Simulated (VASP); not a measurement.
Wanted: the native input for a VASP 6.6.1 run.

| Property | Result |
| --- | --- |
| Task | single point |
| Functional | PBE |
| Potentials or basis | VASP PAW PBE potentials, release 64 (Al, N) |
| Cutoff | 520 eV |
| k mesh | 12 × 12 × 6 |
| Occupations | fermi-dirac, width 0.02 eV |
| Spin | no spin polarisation |
| Dipole correction | no |
| Further INCAR settings | ALGO = Normal; EDIFF = 1e-06; NBANDS = 16 |

The structure of AlN lies in POSCAR:

```
AlN
1.0
    3.1066945029      0.0000000000      0.0000000000
   -1.5533472514      2.6904763613      0.0000000000
    0.0000000000      0.0000000000      4.9785885515
Al N
2 2
Direct
    0.3333333333      0.6666666667     -0.0007956040
    0.6666666667      0.3333333333      0.4992043960
    0.3333333333      0.6666666667      0.3807956040
    0.6666666667      0.3333333333      0.8807956040
```

The input as run:

INCAR

```
SYSTEM = AlN
PREC = Accurate ; ENCUT = 520
EDIFF = 1E-6 ; ISMEAR = -1
SIGMA = 0.02 ; LREAL = .FALSE.
LASPH = .TRUE. ; NELM = 80
ALGO = Normal ; ISIF = 2
LWAVE = .FALSE. ; LCHARG = .FALSE.
GGA = PE ; NBANDS = 16
```

KPOINTS

```
Automatic mesh
0
G
  12 12 6
  0 0 0
```

Potentials or basis: VASP PAW PBE potentials, release 64 (Al, N).

Run with:

```sh
$ cat potpaw_PBE.64/Al/POTCAR potpaw_PBE.64/N/POTCAR > POTCAR
$ mpirun -np 1 vasp_std > vasp.out
```

Results of the run:

```
Pressure               : 4.4 GPa
Largest force          : 0.009 eV/Å
Band gap on the k mesh : 4.24 eV, direct
```

Run time: 13 s on 1 thread of Intel(R) Xeon(R) 6975P-C (Granite Rapids), with other jobs on the host, peak memory 0.17 GiB.
